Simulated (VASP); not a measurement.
Crystal: Lu.

```
CELL_PARAMETERS angstrom
3.50708 0.00000 0.00000
-1.75354 3.03722 0.00000
0.00000 0.00000 5.47729
ATOMIC_POSITIONS crystal
Lu 0.33333 0.66667 0.25000
Lu 0.66667 0.33333 0.75000
```

Base run:

| Quantity | Value |
| --- | --- |
| Program | VASP 6.6.1 |
| Functional | PBE |
| Potentials or basis | VASP PAW PBE potentials, release 64 (Lu) |
| Cutoff | 520 eV |
| k mesh | 10 × 10 × 6 |
| Occupations | methfessel-paxton, width 1 eV |
| Spin | no spin polarisation |

Its results: band gap on the k mesh zero (bands 25 and 26 overlap by 1.83 eV); pressure 0.5 GPa.

The run is repeated on the same cell with these changes: occupations from methfessel-paxton, width 1 eV to fermi-dirac, width 0.03 eV. What comes out?

Band gap on the k mesh zero (bands 25 and 26 overlap by 1.84 eV); pressure 0.1 GPa.

Caveats: spin-orbit coupling is left out, which moves the levels of the heavy elements; so wide a smearing shifts energies and pressures (at least some runs).
